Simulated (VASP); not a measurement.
# HgTe (F-43m) in VASP: a series of runs

HgTe is run at these levels: BLYP; tasks: single point.

Program: VASP 6.6.1. These are calculated values, not measurements. Logs are shortened: lines on timing, memory, paths and dates and some standing lists are left out, and cuts for length are marked.

## Step 1: The cell of the first run

The structure is cubic, space group F-43m (No. 216). The conventional cell has a = 6.790 Å, b = 6.790 Å, c = 6.790 Å, α = 90.00°, β = 90.00°, γ = 90.00°. Hg (site symmetry -43m) has 4 Te at 2.94 Å within 3.9 Å. Within 3.9 Å of Te (site symmetry -43m) lie 4 Hg at 2.94 Å.

## Step 2: Single point, BLYP (volume scaled by 0.98)

Input file INCAR:

```
PREC = Accurate
ENCUT = 520
EDIFF = 1E-6
ISMEAR = 0
SIGMA = 0.05
LREAL = F
LASPH = T
NELM = 100
ALGO = Normal
ISIF = 2
LWAVE = F
LCHARG = F
GGA = B5
ALDAX = 1.0
AGGAX = 1.0
AGGAC = 1.0
ALDAC = 0.0
NBANDS = 16
```

Input file KPOINTS:

```
Automatic mesh
0
Gamma
  6 6 6
```

Input file POSCAR:

```
HgTe
1.0
    0.0000000000      3.3951777650      3.3951777650
    3.3951777650      0.0000000000      3.3951777650
    3.3951777650      3.3951777650      0.0000000000
Hg Te
1 1
Direct
    0.0000000000      0.0000000000      0.0000000000
    0.2500000000      0.2500000000      0.2500000000
```

Potentials or basis: VASP PAW PBE potentials, release 64 (Hg, Te).

The run is started by

```bash
$ cat potpaw_PBE.64/Hg/POTCAR potpaw_PBE.64/Te/POTCAR > POTCAR
$ mpirun -np 1 vasp_std > vasp.out
```

OUTCAR:

```text
PREC = Accurate
   ENCUT = 520
   EDIFF = 1E-6
   ISMEAR = 0
   LREAL = F
   LASPH = T
   NELM = 100
   ISIF = 2
   GGA = B5

 ion  position               nearest neighbor table
   1  0.000  0.000  0.000-   2 2.94   2 2.94   2 2.94   2 2.94
   2  0.250  0.250  0.250-   1 2.94   1 2.94   1 2.94   1 2.94

  LATTYP: Found a face centered cubic cell.
 ALAT       =     6.7903555300

  Lattice vectors:

 A1 = (   0.0000000000,   3.3951777650,   3.3951777650)
 A2 = (   3.3951777650,   0.0000000000,   3.3951777650)
 A3 = (   3.3951777650,   3.3951777650,   0.0000000000)

Analysis of symmetry for initial positions (statically):
=====================================================================
 Subroutine PRICEL returns:
 Original cell was already a primitive cell.

 Routine SETGRP: Setting up the symmetry group for a
 face centered cubic supercell.

 Subroutine GETGRP returns: Found 24 space group operations
 (whereof 24 operations were pure point group operations)
 out of a pool of 48 trial point group operations.

The static configuration has the point symmetry T_d .

Analysis of symmetry for dynamics (positions and initial velocities):
=====================================================================
 Subroutine PRICEL returns:
 Original cell was already a primitive cell.

 Routine SETGRP: Setting up the symmetry group for a
 face centered cubic supercell.

 Subroutine GETGRP returns: Found 24 space group operations
 (whereof 24 operations were pure point group operations)
 out of a pool of 48 trial point group operations.

The dynamic configuration has the point symmetry T_d .

 Subroutine INISYM returns: Found 24 space group operations
 (whereof 24 operations are pure point group operations),
 and found     1 'primitive' translations

----------------------------------------------------------------------------------------

                                     Primitive cell

  volume of cell :      78.2740

  direct lattice vectors                    reciprocal lattice vectors
     0.000000000  3.395177765  3.395177765    -0.147267694  0.147267694  0.147267694
     3.395177765  0.000000000  3.395177765     0.147267694 -0.147267694  0.147267694
     3.395177765  3.395177765  0.000000000     0.147267694  0.147267694 -0.147267694

  length of vectors
     4.801506442  4.801506442  4.801506442     0.255075128  0.255075128  0.255075128

  position of ions in fractional coordinates (direct lattice)
     0.000000000  0.000000000  0.000000000
     0.250000000  0.250000000  0.250000000

  ion indices of the primitive-cell ions
   primitive index   ion index
                 1           1
                 2           2

----------------------------------------------------------------------------------------

 KPOINTS: Automatic mesh

Automatic generation of k-mesh.
 Grid dimensions read from file:
 generate k-points for:    6    6    6

 Generating k-lattice:

  Cartesian coordinates                     Fractional coordinates (reciprocal lattice)
    -0.024544616  0.024544616  0.024544616     0.166666667  0.000000000  0.000000000
     0.024544616 -0.024544616  0.024544616     0.000000000  0.166666667  0.000000000
     0.024544616  0.024544616 -0.024544616     0.000000000  0.000000000  0.166666667

  Length of vectors
     0.042512521  0.042512521  0.042512521

  Shift w.r.t. Gamma in fractional coordinates (k-lattice)
     0.000000000  0.000000000  0.000000000

 Subroutine IBZKPT returns following result:
 ===========================================

 Found     16 irreducible k-points:

 Following reciprocal coordinates:
            Coordinates               Weight
  0.000000  0.000000  0.000000      1.000000
  0.166667  0.000000  0.000000      8.000000
  0.333333  0.000000  0.000000      8.000000
  0.500000  0.000000  0.000000      4.000000
  0.166667  0.166667  0.000000      6.000000
  0.333333  0.166667  0.000000     24.000000
[... 8 lines left out ...]
 -0.333333  0.333333  0.166667     24.000000
 -0.333333  0.500000  0.166667     12.000000
   k-points           NKPTS =     16   k-points in BZ     NKDIM =     16   number of bands    NBANDS=     16
   number of dos      NEDOS =    301   number of ions     NIONS =      2
   total plane-waves  NPLWV =  46656
   dimension x,y,z NGX =    36 NGY =   36 NGZ =   36
   dimension x,y,z NGXF=    72 NGYF=   72 NGZF=   72
   ions per type =               1   1
   NGX,Y,Z   is equivalent  to a cutoff of  12.46, 12.46, 12.46 a.u.
   NGXF,Y,Z  is equivalent  to a cutoff of  24.93, 24.93, 24.93 a.u.
 SYSTEM =  unknown system
   PREC   = accura    normal or accurate (medium, high low for compatibility)
   ISTART =      0    job   : 0-new  1-cont  2-samecut
   ICHARG =      2    charge: 1-file 2-atom 10-const
   ISPIN  =      1    spin polarized calculation?
   LNONCOLLINEAR =      F non collinear calculations
   LSORBIT =      F    spin-orbit coupling
   LASPH  =      T    aspherical Exc in radial PAW
   ENCUT  =  520.0 eV  38.22 Ry    6.18 a.u.   8.93  8.93  8.93*2*pi/ulx,y,z
   NELM   =    100;   NELMIN=  2; NELMDL= -5     # of ELM steps
   EDIFF  = 0.1E-05   stopping-criterion for ELM
   LREAL  =      F    real-space projection
   EDIFFG = 0.1E-04   stopping-criterion for IOM
   NSW    =      0    number of steps for IOM
   IBRION =     -1    ionic relax: 0-MD 1-quasi-New 2-CG
   NFREE  =      0    steps in history (QN), initial steepest desc. (CG)
   ISIF   =      2    stress and relaxation
   ISYM   =      2    0-nonsym 1-usesym 2-fastsym
   POTIM  = 0.5000    time-step for ionic-motion
   TEBEG  =    0.0;   TEEND  =   0.0 temperature during run
   PSTRESS=    0.0 pullay stress
   NELECT =      18.0000    total number of electrons
   NUPDOWN=      -1.0000    fix difference up-down
   EMIN   =  10.00;   EMAX   =-10.00  energy-range for DOS
   EFERMI =   0.00;   METHOD = LEGACY
   ISMEAR =     0;   SIGMA  =   0.05  broadening in eV -4-tet -1-fermi 0-gaus
   EFERMI_NEDOS =   21; number of points for ismear=-14 and -15
   IALGO  =     38    algorithm
   IMIX   =      4    mixing-type and parameters
     AMIX     =   0.40;   BMIX     =  1.00
     AMIX_MAG =   1.60;   BMIX_MAG =  1.00
  volume/ion in A,a.u.               =      39.14       264.11
  Fermi-wavevector in a.u.,A,eV,Ry     =   1.002982  1.895361 13.687093  1.005973
  Thomas-Fermi vector in A             =   2.135504
   LORBIT       =      0    0 simple, 1 ext, 2 COOP (PROOUT), +10 PAW based schemes
   GGA     = B5    functional components
   LHFCALC =     F    Hartree Fock is set to
   AEXX    =    0.0000 exact exchange contribution
   IVDW    =     0    specifies the selected vdW correction
   LEPSILON=     F    determine dielectric tensor
   LRPA    =     F    only Hartree local field effects (RPA)
 non-spin polarized calculation
 Gauss-broadening in eV      SIGMA  =   0.05
  energy-cutoff  :      520.00
  volume of cell :       78.27
 maximum number of plane-waves:      2126
   NGX = 17   NGY = 17   NGZ = 17

 number of electron      18.0000002 magnetization

 Free energy of the ion-electron system (eV)
  ---------------------------------------------------
  ext. energy  EPLUGINS =         0.00000000
  ---------------------------------------------------
  free energy    TOTEN  =        -2.69891758 eV

  energy without entropy =       -2.69856049  energy(sigma->0) =       -2.69873903

 E-fermi :   2.0885     XC(G=0):  -7.6228

 val. band max:        2.0732632535   @ k =   0.0000   0.0000   0.0000
 cond. band min:       2.6807199916   @ k =   0.1667   0.0000   0.0000
 fundamental gap:      0.6074567382
 Fermi energy:         2.0884917597

 k-point     1 :       0.0000    0.0000    0.0000
  band No.  band energies     occupation
      1      -8.9996      2.00000
      2      -4.5599      2.00000
      3      -4.5599      2.00000
      4      -4.5599      2.00000
      5      -4.1934      2.00000
      6      -4.1934      2.00000
[... 8 lines left out ...]
     15      11.4977      0.00000
     16      11.4977      0.00000

 k-point     2 :       0.1667    0.0000    0.0000
  band No.  band energies     occupation
      1      -8.9051      2.00000
      2      -4.5346      2.00000
      3      -4.5346      2.00000
      4      -4.5028      2.00000
      5      -4.1948      2.00000
      6      -4.1948      2.00000
[... 8 lines left out ...]
     15      10.7056      0.00000
     16      10.7056      0.00000

 k-point     3 :       0.3333    0.0000    0.0000
  band No.  band energies     occupation
      1      -8.7054      2.00000
      2      -4.4904      2.00000
      3      -4.4904      2.00000
      4      -4.2680      2.00000
      5      -4.1886      2.00000
      6      -4.1886      2.00000
[... 8 lines left out ...]
     15      10.9452      0.00000
     16      10.9452      0.00000

 k-point     4 :       0.5000    0.0000    0.0000
  band No.  band energies     occupation
      1      -8.5998      2.00000
      2      -4.4728      2.00000
      3      -4.4728      2.00000
      4      -4.1795      2.00000
      5      -4.1795      2.00000
      6      -3.9825      2.00000
[... 8 lines left out ...]
     15      11.9860      0.00000
     16      11.9860      0.00000

 k-point     5 :       0.1667    0.1667    0.0000
  band No.  band energies     occupation
      1      -8.8733      2.00000
      2      -4.5206      2.00000
      3      -4.5085      2.00000
      4      -4.5085      2.00000
      5      -4.2078      2.00000
      6      -4.1828      2.00000
[... 8 lines left out ...]
     15      10.4498      0.00000
     16      11.6539      0.00000

 k-point     6 :       0.3333    0.1667    0.0000
  band No.  band energies     occupation
      1      -8.7072      2.00000
      2      -4.4835      2.00000
      3      -4.4579      2.00000
      4      -4.3618      2.00000
      5      -4.1936      2.00000
      6      -4.1744      2.00000
[... 8 lines left out ...]
     15      11.4359      0.00000
     16      11.6922      0.00000

 k-point     7 :       0.5000    0.1667    0.0000
  band No.  band energies     occupation
      1      -8.5669      2.00000
      2      -4.4565      2.00000
      3      -4.4362      2.00000
      4      -4.2199      2.00000
      5      -4.1758      2.00000
      6      -3.9851      2.00000
[... 8 lines left out ...]
     15      11.6163      0.00000
     16      12.0836      0.00000

 k-point     8 :      -0.3333    0.1667    0.0000
  band No.  band energies     occupation
      1      -8.6024      2.00000
      2      -4.4566      2.00000
      3      -4.4554      2.00000
      4      -4.2058      2.00000
      5      -4.1971      2.00000
      6      -4.0796      2.00000
[... 8 lines left out ...]
     15      10.8696      0.00000
     16      12.0145      0.00000

 k-point     9 :      -0.1667    0.1667    0.0000
  band No.  band energies     occupation
      1      -8.7743      2.00000
      2      -4.5058      2.00000
      3      -4.4863      2.00000
      4      -4.4020      2.00000
      5      -4.2060      2.00000
      6      -4.1789      2.00000
[... 8 lines left out ...]
     15      10.8940      0.00000
     16      11.1347      0.00000

 k-point    10 :       0.3333    0.3333    0.0000
  band No.  band energies     occupation
      1      -8.6047      2.00000
      2      -4.4040      2.00000
      3      -4.3935      2.00000
      4      -4.3935      2.00000
      5      -4.1615      2.00000
      6      -4.1490      2.00000
[... 8 lines left out ...]
     15      12.0606      0.00000
     16      13.2424      0.00000

 k-point    11 :       0.5000    0.3333    0.0000
  band No.  band energies     occupation
      1      -8.4980      2.00000
      2      -4.4060      2.00000
      3      -4.3631      2.00000
      4      -4.3016      2.00000
      5      -4.1627      2.00000
      6      -3.9435      2.00000
[... 8 lines left out ...]
     15      12.3084      0.00000
     16      12.8919      0.00000

 k-point    12 :      -0.3333    0.3333    0.0000
  band No.  band energies     occupation
      1      -8.4976      2.00000
      2      -4.4227      2.00000
      3      -4.3918      2.00000
      4      -4.2298      2.00000
      5      -4.1861      2.00000
      6      -3.8757      2.00000
[... 8 lines left out ...]
     15      11.0899      0.00000
     16      13.5892      0.00000

 k-point    13 :       0.5000    0.5000    0.0000
  band No.  band energies     occupation
      1      -8.4619      2.00000
      2      -4.3820      2.00000
      3      -4.3285      2.00000
      4      -4.3285      2.00000
      5      -4.1509      2.00000
      6      -3.8926      2.00000
[... 8 lines left out ...]
     15      12.3513      0.00000
     16      13.2281      0.00000

 k-point    14 :       0.5000    0.3333    0.1667
  band No.  band energies     occupation
      1      -8.5688      2.00000
      2      -4.4329      2.00000
      3      -4.4183      2.00000
      4      -4.2730      2.00000
      5      -4.1759      2.00000
      6      -4.0628      2.00000
[... 8 lines left out ...]
     15      12.0036      0.00000
     16      12.7848      0.00000

 k-point    15 :      -0.3333    0.3333    0.1667
  band No.  band energies     occupation
      1      -8.4976      2.00000
      2      -4.4163      2.00000
      3      -4.3987      2.00000
      4      -4.2241      2.00000
      5      -4.1938      2.00000
      6      -3.8697      2.00000
[... 8 lines left out ...]
     15      12.1560      0.00000
     16      12.6861      0.00000

 k-point    16 :      -0.3333    0.5000    0.1667
  band No.  band energies     occupation
      1      -8.4623      2.00000
      2      -4.3891      2.00000
      3      -4.3674      2.00000
      4      -4.2665      2.00000
      5      -4.1782      2.00000
      6      -3.8201      2.00000
[... 8 lines left out ...]
     15      12.6053      0.00000
     16      12.8221      0.00000

------------------------ aborting loop because EDIFF is reached ----------------------------------------

  FORCE on cell =-STRESS in cart. coord.  units (eV):
  Direction    XX          YY          ZZ          XY          YZ          ZX
  --------------------------------------------------------------------------------------
  -------------------------------------------------------------------------------------
  Total        0.3593695      0.3593695      0.3593695     -0.0000000      0.0000000      0.0000000
  in kB        7.3558727      7.3558727      7.3558727     -0.0000000      0.0000000      0.0000000
  external PRESSURE =       7.3558727 kB  Pullay stress =       0.0000000 kB

 VOLUME and BASIS-vectors are now :
 -----------------------------------------------------------------------------
  energy-cutoff  :      520.00
  volume of cell :       78.27
      direct lattice vectors                 reciprocal lattice vectors
     0.000000000  3.395177765  3.395177765    -0.147267694  0.147267694  0.147267694
     3.395177765  0.000000000  3.395177765     0.147267694 -0.147267694  0.147267694
     3.395177765  3.395177765  0.000000000     0.147267694  0.147267694 -0.147267694

 POSITION                                       TOTAL-FORCE (eV/Angst)
 -----------------------------------------------------------------------------------
      0.00000      0.00000      0.00000         0.000000      0.000000     -0.000000
      1.69759      1.69759      1.69759        -0.000000     -0.000000      0.000000
 -----------------------------------------------------------------------------------
    total drift:                                0.000000      0.000000      0.000000

  FREE ENERGIE OF THE ION-ELECTRON SYSTEM (eV)
  ---------------------------------------------------
  free  energy   TOTEN  =        -2.6989175785 eV

  energy  without entropy=       -2.6985604898  energy(sigma->0) =       -2.69873903
```

Run time: 72 s. Hardware: 1 thread of AMD EPYC 7R13, shared host; peak memory 0.18 GiB.

What came out:

| Quantity | Value |
| --- | --- |
| Free energy | -2.6989 eV |
| Pressure | 0.7 GPa |
| Band gap on the k mesh | zero (filled and empty bands touch) |

Caveat: the PAW data sets were made with another functional, which shifts forces and pressure a little; spin-orbit coupling is left out, which moves the levels of the heavy elements.

## Step 3: Single point, BLYP (volume scaled by 0.96)

Input file INCAR:

```
SYSTEM = HgTe
PREC = Accurate
ENCUT = 520
EDIFF = 1E-6
ISMEAR = 0
SIGMA = 0.05
LREAL = .FALSE.
LASPH = .TRUE.
NELM = 100
ALGO = Normal
ISIF = 2
LWAVE = .FALSE.
LCHARG = .TRUE.
GGA = B5
ALDAX = 1.0
AGGAX = 1.0
AGGAC = 1.0
ALDAC = 0.0
LELF = .TRUE.
LVHAR = .TRUE.
NBANDS = 16
```

Input file KPOINTS:

```
regular mesh
0
G
  6 6 6
  0 0 0
```

Input file POSCAR:

```
HgTe
1.0
    0.0000000000      3.3719223929      3.3719223929
    3.3719223929      0.0000000000      3.3719223929
    3.3719223929      3.3719223929      0.0000000000
Hg Te
1 1
Direct
    0.0000000000      0.0000000000      0.0000000000
    0.2500000000      0.2500000000      0.2500000000
```

Potentials or basis: VASP PAW PBE potentials, release 64 (Hg, Te).

The run is started by

```bash
$ cat potpaw_PBE.64/Hg/POTCAR potpaw_PBE.64/Te/POTCAR > POTCAR
$ mpirun -np 1 vasp_std > vasp.out
```

It took 70 s on 1 thread of AMD EPYC 7R13, shared host; peak memory 0.18 GiB.

The run converged. Its results:

```yaml
Free_energy: -2.6881 eV
Pressure: 1.4 GPa
Band_gap_on_the_k_mesh: zero (filled and empty bands touch)
```

Levels at points of the mesh, in eV from the Fermi level:
```
           k point  band 6  band 7  band 8  band 9  band 10  band 11  band 12  band 13
(0.00, 0.00, 0.00)   -6.35   -1.11   -0.02   -0.02    -0.02     4.43     4.43     4.43
(0.50, 0.00, 0.00)   -6.13   -4.73   -0.77   -0.77     0.65     5.14     5.14     6.71
(0.50, 0.50, 0.00)   -6.03   -4.81   -1.78   -1.78     1.87     2.83     7.84     8.27
```

Caveat: the PAW data sets were made with another functional, which shifts forces and pressure a little; spin-orbit coupling is left out, which moves the levels of the heavy elements.
